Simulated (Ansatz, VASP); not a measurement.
**GaN in VASP and in Ansatz**

```
Ga N
1.0
     3.12732   -0.02056   -0.00591
    -1.58147    2.80511    0.05057
    -0.00961    0.08932    5.14314
Ga N
2 2
Direct
  0.32558 0.66241 0.00329
  0.66636 0.32829 0.49662
  0.34044 0.66829 0.37488
  0.67382 0.33736 0.87082
```

Alike in both runs: task single point; functional r2SCAN; k mesh 6 × 6 × 4; no spin polarisation.

```csv
,VASP,Ansatz
version,VASP 6.6.1,Ansatz 0.2.0
potentials or method,"VASP PAW PBE potentials, release 64 (Ga_d, N), cutoff 520 eV","plane waves, PAW"
occupations,"gaussian, width 0.01 eV",fixed
valence electrons in the cell,36,36
```

Ansatz gave:

| Quantity | Value |
| --- | --- |
| pressure (GPa) | 2.7 |
| traceless stress, the component that is largest in VASP (GPa) | -6.84 |
| rms of the force components (eV/Å) | 0.406 |

What did VASP give for the same quantities?

Pressure (GPa): 3.9; traceless stress, the component that is largest in VASP (GPa): -6.95; rms of the force components (eV/Å): 0.413.

VASP's potentials were made for PBE, not for r2SCAN. Atom by atom the forces differ by 0.009 eV/Å (rms over components). Ansatz's warnings: stress scf threshold loose.
